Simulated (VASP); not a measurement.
# C (Pmma) in VASP: notebook

C is run at these levels: PBE+D3(BJ); tasks: single point.

Everything below comes from runs of VASP 6.6.1. Logs are shortened: lines on timing, memory, paths and dates and some standing lists are left out, and cuts for length are marked.

## Step 1: The cell of the first run

The structure is orthorhombic, space group Pmma (No. 51). Conventional cell: a = 2.465 Å, b = 3.572 Å, c = 4.269 Å, α = 90.00°, β = 90.00°, γ = 90.00°. Within 1.8 Å of C (site symmetry mm2) lie 3 C at 1.35 to 1.49 Å. Within 1.9 Å of C (site symmetry mm2) lie 3 C at 1.44 to 1.49 Å.

## Step 2: Single point, PBE+D3(BJ) (mode 8 frozen in at -0.048 Å and mode 12 at -0.036 Å (largest displacements))

INCAR reads:

```
ALGO = Normal
EDIFF = 1E-7
ENCUT = 520
GGA = PE
ISIF = 2
ISMEAR = 0
IVDW = 12
LASPH = True
LCHARG = False
LREAL = False
LWAVE = False
NBANDS = 16
NELM = 80
PREC = Accurate
SIGMA = 0.15
```

KPOINTS reads:

```
k-points
0
Gamma
  18 12 10
```

POSCAR reads:

```
C
1.0
   -2.4646600698      0.0000000000      0.0000000000
    0.0000000000      0.0000000000     -3.5719696368
    0.0000000000     -4.2689164642      0.0000000000
C
4
Direct
    0.5000000000      0.0000000000      0.1863437910
    0.0000000000      0.0000000000      0.6638556489
    0.0000000000      0.0000000000      0.3136562090
    0.5000000000      0.0000000000      0.8361443511
```

Potentials or basis: VASP PAW PBE potentials, release 64 (C).

On the command line:

```bash
> cat potpaw_PBE.64/C/POTCAR > POTCAR
> mpirun -np 1 vasp_std > vasp.out
```

OUTCAR:

```text
EDIFF = 1E-7
   ENCUT = 520
   GGA = PE
   ISIF = 2
   ISMEAR = 0
   IVDW = 12
   LASPH = True
   LREAL = False
   NELM = 80
   PREC = Accurate
 IVDW          = 12

 ion  position               nearest neighbor table
   1  0.500  0.000  0.186-   3 1.35   3 1.35   4 1.49
   2  0.000  0.000  0.664-   4 1.44   4 1.44   3 1.49
   3  0.000  0.000  0.314-   1 1.35   1 1.35   2 1.49
   4  0.500  0.000  0.836-   2 1.44   2 1.44   1 1.49

  LATTYP: Found a simple orthorhombic cell.
 ALAT       =     2.4646600698
 B/A-ratio  =     1.4492747623
 C/A-ratio  =     1.7320508075

  Lattice vectors:

 A1 = (  -2.4646600698,   0.0000000000,   0.0000000000)
 A2 = (   0.0000000000,   0.0000000000,  -3.5719696368)
 A3 = (   0.0000000000,  -4.2689164642,   0.0000000000)

Analysis of symmetry for initial positions (statically):
=====================================================================
 Subroutine PRICEL returns:
 Original cell was already a primitive cell.

 Routine SETGRP: Setting up the symmetry group for a
 simple orthorhombic supercell.

 Subroutine GETGRP returns: Found  8 space group operations
 (whereof  4 operations were pure point group operations)
 out of a pool of  8 trial point group operations.

The static configuration has the point symmetry C_2v.
 The point group associated with its full space group is D_2h.

Analysis of symmetry for dynamics (positions and initial velocities):
=====================================================================
 Subroutine PRICEL returns:
 Original cell was already a primitive cell.

 Routine SETGRP: Setting up the symmetry group for a
 simple orthorhombic supercell.

 Subroutine GETGRP returns: Found  8 space group operations
 (whereof  4 operations were pure point group operations)
 out of a pool of  8 trial point group operations.

The dynamic configuration has the point symmetry C_2v.
 The point group associated with its full space group is D_2h.

 Subroutine INISYM returns: Found  8 space group operations
 (whereof  4 operations are pure point group operations),
 and found     1 'primitive' translations

----------------------------------------------------------------------------------------

                                     Primitive cell

  volume of cell :      37.5822

  direct lattice vectors                    reciprocal lattice vectors
    -2.464660070  0.000000000  0.000000000    -0.405735465  0.000000000  0.000000000
     0.000000000  0.000000000 -3.571969637     0.000000000  0.000000000 -0.279957587
     0.000000000 -4.268916464  0.000000000     0.000000000 -0.234251480  0.000000000

  length of vectors
     2.464660070  3.571969637  4.268916464     0.405735465  0.279957587  0.234251480

  position of ions in fractional coordinates (direct lattice)
     0.500000000  0.000000000  0.186343791
     0.000000000  0.000000000  0.663855649
     0.000000000  0.000000000  0.313656209
     0.500000000  0.000000000  0.836144351

  ion indices of the primitive-cell ions
   primitive index   ion index
                 1           1
                 2           2
                 3           3
                 4           4

----------------------------------------------------------------------------------------

 KPOINTS: k-points

Automatic generation of k-mesh.
 Grid dimensions read from file:
 generate k-points for:   18   12   10

 Generating k-lattice:

  Cartesian coordinates                     Fractional coordinates (reciprocal lattice)
    -0.022540859  0.000000000  0.000000000     0.055555556  0.000000000  0.000000000
     0.000000000  0.000000000 -0.023329799     0.000000000  0.083333333  0.000000000
     0.000000000 -0.023425148  0.000000000     0.000000000  0.000000000  0.100000000

  Length of vectors
     0.022540859  0.023329799  0.023425148

  Shift w.r.t. Gamma in fractional coordinates (k-lattice)
     0.000000000  0.000000000  0.000000000

 Subroutine IBZKPT returns following result:
 ===========================================

 Found    420 irreducible k-points:

 Following reciprocal coordinates:
            Coordinates               Weight
  0.000000  0.000000  0.000000      1.000000
  0.055556  0.000000  0.000000      2.000000
  0.111111  0.000000  0.000000      2.000000
  0.166667  0.000000  0.000000      2.000000
  0.222222  0.000000  0.000000      2.000000
  0.277778  0.000000  0.000000      2.000000
[... 16 lines left out ...]
  0.111111  0.166667  0.000000      4.000000
  0.166667  0.166667  0.000000      4.000000
 [... further k-points ...]
   k-points           NKPTS =    420   k-points in BZ     NKDIM =    420   number of bands    NBANDS=     16
   number of dos      NEDOS =    301   number of ions     NIONS =      4
   total plane-waves  NPLWV =  16128
   dimension x,y,z NGX =    18 NGY =   28 NGZ =   32
   dimension x,y,z NGXF=    36 NGYF=   56 NGZF=   64
   ions per type =               4
   NGX,Y,Z   is equivalent  to a cutoff of  12.14, 13.03, 12.46 a.u.
   NGXF,Y,Z  is equivalent  to a cutoff of  24.28, 26.06, 24.92 a.u.
 SYSTEM =  unknown system
   PREC   = accura    normal or accurate (medium, high low for compatibility)
   ISTART =      0    job   : 0-new  1-cont  2-samecut
   ICHARG =      2    charge: 1-file 2-atom 10-const
   ISPIN  =      1    spin polarized calculation?
   LNONCOLLINEAR =      F non collinear calculations
   LSORBIT =      F    spin-orbit coupling
   LASPH  =      T    aspherical Exc in radial PAW
   ENCUT  =  520.0 eV  38.22 Ry    6.18 a.u.   4.58  6.64  7.94*2*pi/ulx,y,z
   NELM   =     80;   NELMIN=  2; NELMDL= -5     # of ELM steps
   EDIFF  = 0.1E-06   stopping-criterion for ELM
   LREAL  =      F    real-space projection
   EDIFFG = 0.1E-05   stopping-criterion for IOM
   NSW    =      0    number of steps for IOM
   IBRION =     -1    ionic relax: 0-MD 1-quasi-New 2-CG
   NFREE  =      0    steps in history (QN), initial steepest desc. (CG)
   ISIF   =      2    stress and relaxation
   ISYM   =      2    0-nonsym 1-usesym 2-fastsym
   POTIM  = 0.5000    time-step for ionic-motion
   TEBEG  =    0.0;   TEEND  =   0.0 temperature during run
   PSTRESS=    0.0 pullay stress
   NELECT =      16.0000    total number of electrons
   NUPDOWN=      -1.0000    fix difference up-down
   EMIN   =  10.00;   EMAX   =-10.00  energy-range for DOS
   EFERMI =   0.00;   METHOD = LEGACY
   ISMEAR =     0;   SIGMA  =   0.15  broadening in eV -4-tet -1-fermi 0-gaus
   EFERMI_NEDOS =   21; number of points for ismear=-14 and -15
   IALGO  =     38    algorithm
   IMIX   =      4    mixing-type and parameters
     AMIX     =   0.40;   BMIX     =  1.00
     AMIX_MAG =   1.60;   BMIX_MAG =  1.00
  volume/ion in A,a.u.               =       9.40        63.40
  Fermi-wavevector in a.u.,A,eV,Ry     =   1.231556  2.327303 20.636352  1.516729
  Thomas-Fermi vector in A             =   2.366360
   LORBIT       =      0    0 simple, 1 ext, 2 COOP (PROOUT), +10 PAW based schemes
   GGA     = PE    functional components
   LHFCALC =     F    Hartree Fock is set to
   AEXX    =    0.0000 exact exchange contribution
   IVDW    =    12    specifies the selected vdW correction
   LEPSILON=     F    determine dielectric tensor
   LRPA    =     F    only Hartree local field effects (RPA)
 non-spin polarized calculation
 Gauss-broadening in eV      SIGMA  =   0.15
  energy-cutoff  :      520.00
  volume of cell :       37.58
 maximum number of plane-waves:      1040
   NGX =  9   NGY = 13   NGZ = 15

 number of electron      16.0000004 magnetization

 Free energy of the ion-electron system (eV)
  ---------------------------------------------------
  ext. energy  EPLUGINS =         0.00000000
  ---------------------------------------------------
  free energy    TOTEN  =       -36.22869646 eV

  energy without entropy =      -36.22766460  energy(sigma->0) =      -36.22818053

 E-fermi :   4.1624     XC(G=0):  -9.8790

 val. band max:        4.1472274506   @ k =   0.3333   0.5000   0.0000
 cond. band min:       4.1632208552   @ k =   0.3889   0.5000   0.0000
 fundamental gap:      0.0159934047
 Fermi energy:         4.1624286600

 k-point     1 :       0.0000    0.0000    0.0000
  band No.  band energies     occupation
      1     -15.5016      2.00000
      2     -10.3536      2.00000
      3      -8.5930      2.00000
      4      -3.2288      2.00000
      5      -2.7765      2.00000
      6       0.5070      2.00000
[... 8 lines left out ...]
     15      15.3905      0.00000
     16      15.8178      0.00000

 k-point     2 :       0.0556    0.0000    0.0000
  band No.  band energies     occupation
      1     -15.4475      2.00000
      2     -10.3081      2.00000
      3      -8.5423      2.00000
      4      -3.4384      2.00000
      5      -2.7108      2.00000
      6       0.2893      2.00000
[... 8 lines left out ...]
     15      15.4610      0.00000
     16      15.6012      0.00000

 k-point     3 :       0.1111    0.0000    0.0000
  band No.  band energies     occupation
      1     -15.2857      2.00000
      2     -10.1721      2.00000
      3      -8.3925      2.00000
      4      -4.0170      2.00000
      5      -2.5142      2.00000
      6      -0.3010      2.00000
[... 8 lines left out ...]
     15      15.1894      0.00000
     16      15.6684      0.00000

 k-point     4 :       0.1667    0.0000    0.0000
  band No.  band energies     occupation
      1     -15.0165      2.00000
      2      -9.9456      2.00000
      3      -8.1534      2.00000
      4      -4.8463      2.00000
      5      -2.1882      2.00000
      6      -1.1318      2.00000
[... 8 lines left out ...]
     15      15.3779      0.00000
     16      15.9977      0.00000
[... 324 lines left out ...]
 k-point    22 :       0.0556    0.1667    0.0000
  band No.  band energies     occupation
      1     -15.4041      2.00000
      2     -10.2759      2.00000
      3      -8.5144      2.00000
      4      -3.4315      2.00000
      5      -3.1072      2.00000
      6       0.2950      2.00000
[... 8 lines left out ...]
     15      15.9166      0.00000
     16      15.9351      0.00000

 k-point    23 :       0.1111    0.1667    0.0000
  band No.  band energies     occupation
      1     -15.2426      2.00000
      2     -10.1403      2.00000
      3      -8.3648      2.00000
      4      -4.0080      2.00000
      5      -2.9083      2.00000
      6      -0.2938      2.00000
[... 8 lines left out ...]
     15      15.9338      0.00000
     16      16.0445      0.00000

 k-point    24 :       0.1667    0.1667    0.0000
  band No.  band energies     occupation
      1     -14.9742      2.00000
      2      -9.9145      2.00000
      3      -8.1260      2.00000
      4      -4.8344      2.00000
      5      -2.5785      2.00000
      6      -1.1227      2.00000
[... 8 lines left out ...]
     15      15.8597      0.00000
     16      16.2056      0.00000

 [... further k-points ...]

------------------------ aborting loop because EDIFF is reached ----------------------------------------

 Edisp (eV)   -0.57557

 E8    (eV) :    -0.1617

  FORCE on cell =-STRESS in cart. coord.  units (eV):
  Direction    XX          YY          ZZ          XY          YZ          ZX
  --------------------------------------------------------------------------------------
  -------------------------------------------------------------------------------------
  Total       3.60147    -0.86007    -0.00640     0.00000     0.00000     0.00000
  in kB     153.53525   -36.66605    -0.27272     0.00000     0.00000     0.00000
  external pressure =       38.87 kB  Pullay stress =        0.00 kB

 VOLUME and BASIS-vectors are now :
 -----------------------------------------------------------------------------
  energy-cutoff  :      520.00
  volume of cell :       37.58
      direct lattice vectors                 reciprocal lattice vectors
    -2.464660070  0.000000000  0.000000000    -0.405735465  0.000000000  0.000000000
     0.000000000  0.000000000 -3.571969637     0.000000000  0.000000000 -0.279957587
     0.000000000 -4.268916464  0.000000000     0.000000000 -0.234251480  0.000000000

 POSITION                                       TOTAL-FORCE (eV/Angst)
 -----------------------------------------------------------------------------------
     -1.23233     -0.79549      0.00000         0.000000      7.326298      0.000000
      0.00000     -2.83394      0.00000         0.000000     -0.303448      0.000000
      0.00000     -1.33897      0.00000         0.000000     -7.326298      0.000000
     -1.23233     -3.56943      0.00000         0.000000      0.303448      0.000000
 -----------------------------------------------------------------------------------
    total drift:                               -0.000000      0.000000     -0.000000

  FREE ENERGIE OF THE ION-ELECTRON SYSTEM (eV)
  ---------------------------------------------------
  free  energy   TOTEN  =       -36.8042639710 eV

  energy  without entropy=      -36.8032321201  energy(sigma->0) =      -36.80374805
```

It took 2.1 min on 1 thread of Intel Xeon Platinum 8488C (Sapphire Rapids), shared host; peak memory 0.29 GiB.

Results:

| Quantity | Value |
| --- | --- |
| Free energy | -36.8043 eV |
| Pressure | 3.9 GPa |
| Largest force | 7.326 eV/Å |
| Band gap on the k mesh | zero (band 8 reaches 4.20 eV, above the bottom of band 9 at 4.15 eV) |
| Dispersion energy per atom | -0.144 eV |

Forces in eV/Å, atoms in the order of the input:
```
C    0.000  7.326  0.000
C    0.000 -0.303  0.000
C    0.000 -7.326  0.000
C    0.000  0.303  0.000
```

Stress tensor (GPa, compression positive):
```
15.35  0.00  0.00
 0.00 -3.67  0.00
 0.00  0.00 -0.03
```

Levels at points of the mesh, in eV from the Fermi level:
```csv
k point,band 6,band 7,band 8,band 9,band 10,band 11
"(0.00, 0.00, 0.00)",-3.66,-2.30,-1.81,3.22,3.83,6.34
"(0.50, 0.00, 0.00)",-8.41,-1.99,-1.99,2.83,2.83,9.24
"(0.00, 0.50, 0.00)",-3.64,-3.26,-1.79,1.80,6.47,7.83
"(0.50, 0.50, 0.00)",-8.34,-3.13,-3.13,2.04,2.04,10.73
"(0.00, 0.00, 0.50)",-5.73,-4.83,-4.57,5.58,5.71,7.13
"(0.50, 0.00, 0.50)",-6.05,-1.63,-1.63,1.94,1.94,6.97
"(0.00, 0.50, 0.50)",-6.25,-6.21,-4.54,6.54,7.16,7.87
"(0.50, 0.50, 0.50)",-6.02,-2.64,-2.64,0.71,0.71,7.22
```

Caveat: the cell differs from its parent crystal (mode 8 frozen in at -0.048 Å and mode 12 at -0.036 Å (largest displacements)); forces of over 1 eV/Å act on the atoms, so gaps and moduli don't describe the material at rest.

## Step 3: Single point, PBE+D3(BJ) (mode 8 frozen in at -0.060 Å and mode 12 at -0.024 Å (largest displacements))

INCAR reads:

```
SYSTEM = C
  PREC = Accurate
  ENCUT = 520
  EDIFF = 1E-6
  ISMEAR = 0
  SIGMA = 0.15
  LREAL = .FALSE.
  LASPH = .TRUE.
  NELM = 80
  ALGO = Normal
  ISIF = 2
  LWAVE = .FALSE.
  LCHARG = .FALSE.
  GGA = PE
  IVDW = 12
  NBANDS = 16
```

KPOINTS reads:

```
Automatic mesh
0
G
  18 12 10
  0 0 0
```

POSCAR reads:

```
C
1.0
   -2.4646600698      0.0000000000      0.0000000000
    0.0000000000      0.0000000000     -3.5719696368
    0.0000000000     -4.2689164642      0.0000000000
C
4
Direct
    0.5000000000      0.0000000000      0.1863437910
    0.0000000000      0.0000000000      0.6582336134
    0.0000000000      0.0000000000      0.3136562090
    0.5000000000      0.0000000000      0.8417663866
```

Potentials or basis: VASP PAW PBE potentials, release 64 (C).

On the command line:

```bash
> cat potpaw_PBE.64/C/POTCAR > POTCAR
> mpirun -np 1 vasp_std > vasp.out
```

Wall time 2.2 min (1 thread of Intel Xeon Platinum 8488C (Sapphire Rapids), shared host); peak memory 0.29 GiB.

It converged, with:

```
Free energy                : -36.7422 eV
Pressure                   : 3.7 GPa
Largest force              : 7.212 eV/Å
Band gap on the k mesh     : zero (band 8 reaches 4.38 eV, above the bottom of band 9 at 4.00 eV)
Dispersion energy per atom : -0.143 eV
```

Forces in eV/Å, atoms in the order of the input:
```
C    0.000  7.212  0.000
C    0.000 -2.285  0.000
C    0.000 -7.212  0.000
C    0.000  2.285  0.000
```

Stress tensor (GPa, compression positive):
```
14.48  0.00  0.00
 0.00 -3.39  0.00
 0.00  0.00 -0.02
```

Levels at points of the mesh, in eV from the Fermi level:
```
           k point  band 6  band 7  band 8  band 9  band 10  band 11
(0.00, 0.00, 0.00)   -3.15   -2.16   -2.12    2.88     3.81     6.40
(0.50, 0.00, 0.00)   -8.61   -2.08   -2.08    2.95     2.95     9.23
(0.00, 0.50, 0.00)   -3.13   -3.11   -2.14    1.51     6.56     8.26
(0.50, 0.50, 0.00)   -8.54   -3.21   -3.21    2.15     2.15    10.60
(0.00, 0.00, 0.50)   -5.83   -4.70   -4.08    5.53     5.73     7.05
(0.50, 0.00, 0.50)   -6.14   -1.74   -1.74    2.07     2.07     6.92
(0.00, 0.50, 0.50)   -6.31   -6.10   -4.05    6.30     7.14     7.92
(0.50, 0.50, 0.50)   -6.11   -2.74   -2.74    0.82     0.82     7.17
```

Caveat: the cell differs from its parent crystal (mode 8 frozen in at -0.060 Å and mode 12 at -0.024 Å (largest displacements)); forces of over 1 eV/Å act on the atoms, so gaps and moduli don't describe the material at rest.

[end of part 1 of 2]
